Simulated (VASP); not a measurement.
# TiSi (Cmmm) in VASP: a series of runs

TiSi is run at these levels: r2SCAN; tasks: single point.

Everything below comes from runs of VASP 6.6.1. Logs are shortened: lines on timing, memory, paths and dates and some standing lists are left out, and cuts for length are marked.

## (1) The cell of the first run

Symmetry: Cmmm, No. 65, orthorhombic system. Conventional cell: a = 3.632 Å, b = 4.235 Å, c = 3.804 Å, α = 90.00°, β = 90.00°, γ = 90.00°. Within 3.9 Å of Ti (site symmetry mmm) lie 8 Si at 2.63 to 2.85 Å and 8 Ti at 2.79 to 3.80 Å. Si (site symmetry mmm) has 8 Ti at 2.63 to 2.85 Å and 8 Si at 2.79 to 3.80 Å within 3.9 Å.

## (2) Single point, r2SCAN

The input, POSCAR:

```
TiSi
1.0
    1.8161780000     -2.1176240000      0.0000000000
    1.8161780000      2.1176240000      0.0000000000
    0.0000000000      0.0000000000      3.8039340000
Ti Si
1 1
Direct
    0.5000000000      0.5000000000      0.0000000000
    0.0000000000      0.0000000000      0.5000000000
```

The input, INCAR.step1:

```
SYSTEM = TiSi
PREC = Accurate
ENCUT = 520
ISMEAR = 0
SIGMA = 0.1
LREAL = .False.
LASPH = .True.
NELM = 80
NBANDS = 15
GGA = PE
ALGO = Normal
EDIFF = 1E-4
LWAVE = .True.
LCHARG = .False.
```

The input, INCAR.step2:

```
SYSTEM = TiSi
PREC = Accurate
ENCUT = 520
EDIFF = 1E-6
ISMEAR = 0
SIGMA = 0.1
LREAL = .False.
LASPH = .True.
NELM = 80
ALGO = Normal
ISIF = 2
LWAVE = .False.
LCHARG = .False.
METAGGA = R2SCAN
LMIXTAU = .True.
NBANDS = 15
ISTART = 1
```

The input, KPOINTS:

```
regular mesh
0
Gamma
  14 14 10
  0 0 0
```

Potentials or basis: VASP PAW PBE potentials, release 64 (Ti_sv, Si).

On the command line:

```sh
cat potpaw_PBE.64/Ti_sv/POTCAR potpaw_PBE.64/Si/POTCAR > POTCAR
cp INCAR.step1 INCAR
mpirun -np 1 vasp_std > vasp.out
cp INCAR.step2 INCAR
mpirun -np 1 vasp_std > vasp.out
```

OUTCAR:

```text
SYSTEM = TiSi
   PREC = Accurate
   ENCUT = 520
   EDIFF = 1E-6
   ISMEAR = 0
   LREAL = .False.
   LASPH = .True.
   NELM = 80
   ISIF = 2
   METAGGA = R2SCAN
   ISTART = 1

 ion  position               nearest neighbor table
   1  0.500  0.500  0.000-   2 2.63   2 2.63   2 2.63   2 2.63   2 2.85   2 2.85   2 2.85   2 2.85

   2  0.000  0.000  0.500-   1 2.63   1 2.63   1 2.63   1 2.63   1 2.85   1 2.85   1 2.85   1 2.85

  LATTYP: Found a base centered orthorhombic cell.
 ALAT       =     3.6323560000
 B/A-ratio  =     1.1659782246
 C/A-ratio  =     1.0472360088

  Lattice vectors:

 A1 = (   1.8161780000,  -2.1176240000,   0.0000000000)
 A2 = (   1.8161780000,   2.1176240000,   0.0000000000)
 A3 = (   0.0000000000,   0.0000000000,   3.8039340000)

Analysis of symmetry for initial positions (statically):
=====================================================================
 Subroutine PRICEL returns:
 Original cell was already a primitive cell.

 Routine SETGRP: Setting up the symmetry group for a
 base centered orthorhombic supercell.

 Subroutine GETGRP returns: Found  8 space group operations
 (whereof  8 operations were pure point group operations)
 out of a pool of  8 trial point group operations.

The static configuration has the point symmetry D_2h.

Analysis of symmetry for dynamics (positions and initial velocities):
=====================================================================
 Subroutine PRICEL returns:
 Original cell was already a primitive cell.

 Routine SETGRP: Setting up the symmetry group for a
 base centered orthorhombic supercell.

 Subroutine GETGRP returns: Found  8 space group operations
 (whereof  8 operations were pure point group operations)
 out of a pool of  8 trial point group operations.

The dynamic configuration has the point symmetry D_2h.

 Subroutine INISYM returns: Found  8 space group operations
 (whereof  8 operations are pure point group operations),
 and found     1 'primitive' translations

----------------------------------------------------------------------------------------

                                     Primitive cell

  volume of cell :      29.2597

  direct lattice vectors                    reciprocal lattice vectors
     1.816178000 -2.117624000  0.000000000     0.275303412 -0.236113682  0.000000000
     1.816178000  2.117624000  0.000000000     0.275303412  0.236113682  0.000000000
     0.000000000  0.000000000  3.803934000     0.000000000  0.000000000  0.262885739

  length of vectors
     2.789773097  2.789773097  3.803934000     0.362686696  0.362686696  0.262885739

  position of ions in fractional coordinates (direct lattice)
     0.500000000  0.500000000  0.000000000
     0.000000000  0.000000000  0.500000000

  ion indices of the primitive-cell ions
   primitive index   ion index
                 1           1
                 2           2

----------------------------------------------------------------------------------------

 KPOINTS: regular mesh

Automatic generation of k-mesh.
 Grid dimensions read from file:
 generate k-points for:   14   14   10

 Generating k-lattice:

  Cartesian coordinates                     Fractional coordinates (reciprocal lattice)
     0.019664529 -0.016865263  0.000000000     0.071428571  0.000000000  0.000000000
     0.019664529  0.016865263  0.000000000     0.000000000  0.071428571  0.000000000
     0.000000000  0.000000000  0.026288574     0.000000000  0.000000000  0.100000000

  Length of vectors
     0.025906193  0.025906193  0.026288574

  Shift w.r.t. Gamma in fractional coordinates (k-lattice)
     0.000000000  0.000000000  0.000000000

 Subroutine IBZKPT returns following result:
 ===========================================

 Found    342 irreducible k-points:

 Following reciprocal coordinates:
            Coordinates               Weight
  0.000000  0.000000  0.000000      1.000000
  0.071429 -0.000000  0.000000      4.000000
  0.142857  0.000000  0.000000      4.000000
  0.214286  0.000000  0.000000      4.000000
  0.285714  0.000000  0.000000      4.000000
  0.357143  0.000000  0.000000      4.000000
[... 16 lines left out ...]
  0.214286  0.142857  0.000000      4.000000
  0.285714  0.142857  0.000000      4.000000
 [... further k-points ...]
   k-points           NKPTS =    342   k-points in BZ     NKDIM =    342   number of bands    NBANDS=     15
   number of dos      NEDOS =    301   number of ions     NIONS =      2
   total plane-waves  NPLWV =  16128
   dimension x,y,z NGX =    24 NGY =   24 NGZ =   28
   dimension x,y,z NGXF=    48 NGYF=   48 NGZF=   56
   ions per type =               1   1
   NGX,Y,Z   is equivalent  to a cutoff of  14.30, 14.30, 12.24 a.u.
   NGXF,Y,Z  is equivalent  to a cutoff of  28.60, 28.60, 24.47 a.u.
 SYSTEM =  TiSi
   PREC   = accura    normal or accurate (medium, high low for compatibility)
   ISTART =      1    job   : 0-new  1-cont  2-samecut
   ICHARG =      0    charge: 1-file 2-atom 10-const
   ISPIN  =      1    spin polarized calculation?
   LNONCOLLINEAR =      F non collinear calculations
   LSORBIT =      F    spin-orbit coupling
   LASPH  =      T    aspherical Exc in radial PAW
   ENCUT  =  520.0 eV  38.22 Ry    6.18 a.u.   5.19  5.19  7.07*2*pi/ulx,y,z
   NELM   =     80;   NELMIN=  2; NELMDL=  0     # of ELM steps
   EDIFF  = 0.1E-05   stopping-criterion for ELM
   LREAL  =      F    real-space projection
   EDIFFG = 0.1E-04   stopping-criterion for IOM
   NSW    =      0    number of steps for IOM
   IBRION =     -1    ionic relax: 0-MD 1-quasi-New 2-CG
   NFREE  =      0    steps in history (QN), initial steepest desc. (CG)
   ISIF   =      2    stress and relaxation
   ISYM   =      2    0-nonsym 1-usesym 2-fastsym
   POTIM  = 0.5000    time-step for ionic-motion
   TEBEG  =    0.0;   TEEND  =   0.0 temperature during run
   PSTRESS=    0.0 pullay stress
   NELECT =      16.0000    total number of electrons
   NUPDOWN=      -1.0000    fix difference up-down
   EMIN   =  10.00;   EMAX   =-10.00  energy-range for DOS
   EFERMI =   0.00;   METHOD = LEGACY
   ISMEAR =     0;   SIGMA  =   0.10  broadening in eV -4-tet -1-fermi 0-gaus
   EFERMI_NEDOS =   21; number of points for ismear=-14 and -15
   IALGO  =     38    algorithm
   IMIX   =      4    mixing-type and parameters
     AMIX     =   0.40;   BMIX     =  1.00
     AMIX_MAG =   1.60;   BMIX_MAG =  1.00
  volume/ion in A,a.u.               =      14.63        98.73
  Fermi-wavevector in a.u.,A,eV,Ry     =   1.338725  2.529824 24.384157  1.792185
  Thomas-Fermi vector in A             =   2.467173
   LORBIT       =      0    0 simple, 1 ext, 2 COOP (PROOUT), +10 PAW based schemes
   METAGGA = R2SCAN    functional components
   LHFCALC =     F    Hartree Fock is set to
   AEXX    =    0.0000 exact exchange contribution
   IVDW    =     0    specifies the selected vdW correction
   LEPSILON=     F    determine dielectric tensor
   LRPA    =     F    only Hartree local field effects (RPA)
 non-spin polarized calculation
 Gauss-broadening in eV      SIGMA  =   0.10
  energy-cutoff  :      520.00
  volume of cell :       29.26
 maximum number of plane-waves:       814
 NGX is ok and might be reduce to    24
   NGX = 11   NGY = 11   NGZ = 15

 number of electron      16.0000004 magnetization

 Free energy of the ion-electron system (eV)
  ---------------------------------------------------
  ext. energy  EPLUGINS =         0.00000000
  ---------------------------------------------------
  free energy    TOTEN  =       -22.78118292 eV

  energy without entropy =      -22.77654766  energy(sigma->0) =      -22.77886529

 E-fermi :  10.1839     XC(G=0): -12.5903

 val. band max:       10.1812659028   @ k =   0.3571   0.2143   0.3000
 cond. band min:      10.1945881885   @ k =   0.5000   0.3571   0.2000
 fundamental gap:      0.0133222857
 Fermi energy:        10.1838977651

 k-point     1 :       0.0000    0.0000    0.0000
  band No.  band energies     occupation
      1     -48.8798      2.00000
      2     -24.2659      2.00000
      3     -23.8114      2.00000
      4     -23.7120      2.00000
      5      -2.2639      2.00000
      6       7.6424      2.00000
      7       8.2672      2.00000
      8       8.8967      2.00000
      9      11.9811      0.00000
     10      12.7778      0.00000
     11      13.4256      0.00000
     12      15.6380      0.00000
     13      16.5284      0.00000
     14      16.9292      0.00000
     15      18.9834      0.00000

 k-point     2 :       0.0714   -0.0000    0.0000
  band No.  band energies     occupation
      1     -48.8762      2.00000
      2     -24.2622      2.00000
      3     -23.8267      2.00000
      4     -23.7247      2.00000
      5      -2.1555      2.00000
      6       7.7264      2.00000
      7       8.2026      2.00000
      8       8.8957      2.00000
      9      12.0760      0.00000
     10      12.7912      0.00000
     11      13.2905      0.00000
     12      15.0070      0.00000
     13      16.3612      0.00000
     14      16.9432      0.00000
     15      19.7017      0.00000

 k-point     3 :       0.1429    0.0000    0.0000
  band No.  band energies     occupation
      1     -48.8660      2.00000
      2     -24.2518      2.00000
      3     -23.8896      2.00000
      4     -23.7395      2.00000
      5      -1.8332      2.00000
      6       7.9393      2.00000
      7       8.0297      2.00000
      8       8.8122      2.00000
      9      12.3164      0.00000
     10      12.8643      0.00000
     11      12.9784      0.00000
     12      13.6802      0.00000
     13      16.5996      0.00000
     14      16.9322      0.00000
     15      20.5766      0.00000

 k-point     4 :       0.2143    0.0000    0.0000
  band No.  band energies     occupation
      1     -48.8512      2.00000
      2     -24.2367      2.00000
      3     -23.9995      2.00000
      4     -23.7405      2.00000
      5      -1.3050      2.00000
      6       7.7965      2.00000
      7       7.9716      2.00000
      8       8.5954      2.00000
      9      12.5362      0.00000
     10      12.6761      0.00000
     11      12.7838      0.00000
     12      13.1387      0.00000
     13      16.7305      0.00000
     14      17.1212      0.00000
     15      21.1231      0.00000
[... 307 lines left out ...]
 k-point    22 :       0.1429    0.1429    0.0000
  band No.  band energies     occupation
      1     -48.8515      2.00000
      2     -24.2367      2.00000
      3     -23.9203      2.00000
      4     -23.8232      2.00000
      5      -1.2800      2.00000
      6       7.7914      2.00000
      7       8.1541      2.00000
      8       8.5741      2.00000
      9      12.0743      0.00000
     10      12.8657      0.00000
     11      13.6427      0.00000
     12      13.7066      0.00000
     13      13.9298      0.00000
     14      16.9261      0.00000
     15      23.5986      0.00000

 k-point    23 :       0.2143    0.1429    0.0000
  band No.  band energies     occupation
      1     -48.8368      2.00000
      2     -24.2217      2.00000
      3     -24.0036      2.00000
      4     -23.8495      2.00000
      5      -0.7019      2.00000
      6       7.6821      2.00000
      7       7.9341      2.00000
      8       8.4898      2.00000
      9      11.7983      0.00000
     10      12.5779      0.00000
     11      12.9838      0.00000
     12      14.0991      0.00000
     13      14.3615      0.00000
     14      16.9118      0.00000
     15      22.2079      0.00000

 k-point    24 :       0.2857    0.1429    0.0000
  band No.  band energies     occupation
      1     -48.8206      2.00000
      2     -24.2054      2.00000
      3     -24.1220      2.00000
      4     -23.8475      2.00000
      5       0.0588      2.00000
      6       6.8998      2.00000
      7       7.5811      2.00000
      8       8.6863      2.00000
      9      11.6397      0.00000
     10      12.4385      0.00000
     11      12.8772      0.00000
     12      14.4368      0.00000
     13      15.1082      0.00000
     14      16.8547      0.00000
     15      20.5170      0.00000

 [... further k-points ...]

------------------------ aborting loop because EDIFF is reached ----------------------------------------

  FORCE on cell =-STRESS in cart. coord.  units (eV):
  Direction    XX          YY          ZZ          XY          YZ          ZX
  --------------------------------------------------------------------------------------
  -------------------------------------------------------------------------------------
  Total       -0.1994750     -0.3209182     -0.2672503      0.0000000      0.0000000      0.0000000
  in kB      -10.9226697    -17.5725443    -14.6338489      0.0000000      0.0000000      0.0000000
  external PRESSURE =     -14.3763543 kB  Pullay stress =       0.0000000 kB

 VOLUME and BASIS-vectors are now :
 -----------------------------------------------------------------------------
  energy-cutoff  :      520.00
  volume of cell :       29.26
      direct lattice vectors                 reciprocal lattice vectors
     1.816178000 -2.117624000  0.000000000     0.275303412 -0.236113682  0.000000000
     1.816178000  2.117624000  0.000000000     0.275303412  0.236113682  0.000000000
     0.000000000  0.000000000  3.803934000     0.000000000  0.000000000  0.262885739

 POSITION                                       TOTAL-FORCE (eV/Angst)
 -----------------------------------------------------------------------------------
      1.81618      0.00000      0.00000        -0.000000      0.000000      0.000000
      0.00000      0.00000      1.90197         0.000000     -0.000000      0.000000
 -----------------------------------------------------------------------------------
    total drift:                               -0.000000     -0.000000     -0.000000

  FREE ENERGIE OF THE ION-ELECTRON SYSTEM (eV)
  ---------------------------------------------------
  free  energy   TOTEN  =       -22.7811829241 eV

  energy  without entropy=      -22.7765476576  energy(sigma->0) =      -22.77886529
```

Run time: 9.4 min. Hardware: 1 thread of Intel Xeon 8259CL, shared host; peak memory 0.27 GiB.

Results:

```
Free energy            : -22.7812 eV
Pressure               : -1.4 GPa
Band gap on the k mesh : zero (bands 8 and 9 overlap by 1.60 eV)
```

Caveat: the PAW data sets were made with another functional, which shifts forces and pressure a little.

[end of part 1 of 2]
